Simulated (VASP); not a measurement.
A run of VASP 6.6.1 is set up as follows.

The input INCAR:

```
PREC = Accurate
ENCUT = 520
EDIFF = 1E-7
ISMEAR = -1
SIGMA = 0.05
LREAL = False
LASPH = True
NELM = 80
ALGO = Normal
ISIF = 2
LWAVE = False
LCHARG = True
GGA = PS
LELF = True
LVHAR = True
NBANDS = 11
```

The input KPOINTS:

```
Automatic mesh
0
Gamma
  8 8 8
```

POSCAR

```
Ba
1.0
   -2.1737168675      2.1737168675      2.1737168675
    2.1737168675     -2.1737168675      2.1737168675
    2.1737168675      2.1737168675     -2.1737168675
Ba
1
Direct
    0.0000000000      0.0000000000      0.0000000000
```

Potentials or basis: VASP PAW PBE potentials, release 64 (Ba_sv).

Launch:

```sh
$ cat potpaw_PBE.64/Ba_sv/POTCAR > POTCAR
$ mpirun -np 1 vasp_std > vasp.out
```

Question: What does it give for the band gap on the k mesh?

Answer: Zero (bands 5 and 6 overlap by 2.50 eV).

Question: What does it give for the pressure?

Answer: 5.4 GPa.

Caveat: the cell stands under pressure; the PAW data sets were made with another functional, which shifts forces and pressure a little; spin-orbit coupling is left out, which moves the levels of the heavy elements.
